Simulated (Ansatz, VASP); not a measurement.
## One calculation of LiH, two programs

File INCAR:

```
SYSTEM = LiH
  PREC = Accurate
  ENCUT = 520
  EDIFF = 1E-6
  ISMEAR = 0
  SIGMA = 0.01
  LREAL = .FALSE.
  LASPH = .TRUE.
  NELM = 80
  ALGO = Normal
  ISIF = 2
  LWAVE = .FALSE.
  LCHARG = .TRUE.
  GGA = PS
  LELF = .TRUE.
  LVHAR = .TRUE.
  NBANDS = 9
```

Contents of KPOINTS:

```
Automatic mesh
0
G
  10 10 10
  0 0 0
```

File POSCAR:

```
LiH
1.0
    1.9903724901      1.9903724901      0.0000000000
   -1.9903724901      1.9903724901      0.0000000000
    0.0000000000      1.9903724901      1.9903724901
Li H
1 1
Direct
    0.0000000000      0.0000000000      0.0000000000
    0.5000000000      0.5000000000      0.0000000000
```

Input for Ansatz:

```yaml
crystal:
  lattice:
    - [1.99037249009, 1.99037249009, 0.0]
    - [-1.99037249009, 1.99037249009, 0.0]
    - [0.0, 1.99037249009, 1.99037249009]
  atoms:
    - { symbol: Li, position: [0.0, 0.0, 0.0] }
    - { symbol: H, position: [0.5, 0.5, 0.0] }
kpoints:
  mp_grid: { grid: [10, 10, 10] }
scf:
  occupations: { method: fixed }
  convergence: { dr2_threshold: 1.0e-10 }
hamiltonian:
  xc: pbesol
  pseudopotentials: { kind: all_electron, lapw: { basis_error: 0.0005 } }
output:
  forces: true
  stress: true
  eigenstates:
    kpoints:
      - [0.0, 0.0, 0.0]
      - [-0.5, 0.5, 0.0]
      - [-0.5, -0.5, -0.5]
      - [0.0, 0.0, -0.5]
      - [0.0, -0.5, -0.5]
      - [0.0, 0.5, 0.0]
      - [-0.5, 0.0, 0.0]
      - [-0.5, 0.0, -0.5]
  eigenvalues: true
```

Change from the starting cell: unstrained.

Alike in both runs: task single point; functional PBEsol; k mesh 10 × 10 × 10; no spin polarisation.

|  | VASP | Ansatz |
| --- | --- | --- |
| version | VASP 6.6.1 | Ansatz 0.2.0 |
| potentials or method | VASP PAW PBE potentials, release 64 (Li_sv, H), cutoff 520 eV | all-electron LAPW, scalar-relativistic |
| occupations | gaussian, width 0.01 eV | fixed |

```tsv
	VASP	Ansatz	Ansatz less VASP
gap on the k mesh at the Fermi level (eV)	2.73	2.73	+0.002
```

VASP's potentials were made for PBE, not for PBEsol. Ansatz ran all-electron here, and VASP with PAW potentials.

Noted on VASP's run: the cutoff is short for stress, so the pressure is rough.
